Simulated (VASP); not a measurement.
Set up this calculation in VASP 6.6.1, as the native input.

```
Task                   : single point
Functional             : PBEsol
Potentials or basis    : VASP PAW PBE potentials, release 64 (Si, C)
Cutoff                 : 520 eV
k mesh                 : 12 × 12 × 12
Occupations            : gaussian, width 0.05 eV
Spin                   : no spin polarisation
Dipole correction      : no
Further INCAR settings : ALGO = Normal; EDIFF = 1e-07; NBANDS = 11
```

The structure of SiC lies in POSCAR:

```
SiC
1.0
    0.0000000000      2.2211459603      2.2211459603
    2.2211459603      0.0000000000      2.2211459603
    2.2211459603      2.2211459603      0.0000000000
Si C
1 1
Direct
    0.0000000000      0.0000000000      0.0000000000
    0.7500000000      0.7500000000      0.7500000000
```

The input as run:

INCAR

```
ALGO     = Normal         # electronic algorithm
EDIFF    = 1E-7           # SCF threshold, eV
ENCUT    = 520            # plane-wave cutoff, eV
GGA      = PS             # functional
ISIF     = 2              # what is computed and relaxed
ISMEAR   = 0              # smearing method
LASPH    = T              # aspherical terms in the spheres
LCHARG   = T              # write CHGCAR
LELF     = T              # ELF
LREAL    = F              # projectors in reciprocal space
LVHAR    = T            
LWAVE    = F              # write WAVECAR
NBANDS   = 11             # bands
NELM     = 100            # most SCF steps
PREC     = Accurate       # precision mode
SIGMA    = 0.05           # smearing width, eV
```

KPOINTS

```
k-points
0
Gamma
  12 12 12
```

Potentials or basis: VASP PAW PBE potentials, release 64 (Si, C).

The run is started by

```sh
$ cat potpaw_PBE.64/Si/POTCAR potpaw_PBE.64/C/POTCAR > POTCAR
$ mpirun -np 1 vasp_std > vasp.out
```

Results of the run:

```yaml
Pressure: -11.2 GPa
Band_gap_on_the_k_mesh: 1.28 eV, indirect (least direct gap 4.38 eV)
```

Caveat: the PAW data sets were made with another functional, which shifts forces and pressure a little.

Wall time 9.8 s on 1 thread of AMD EPYC 9R45 96-Core Processor (Zen 5), on a shared host, peak memory 0.11 GiB.
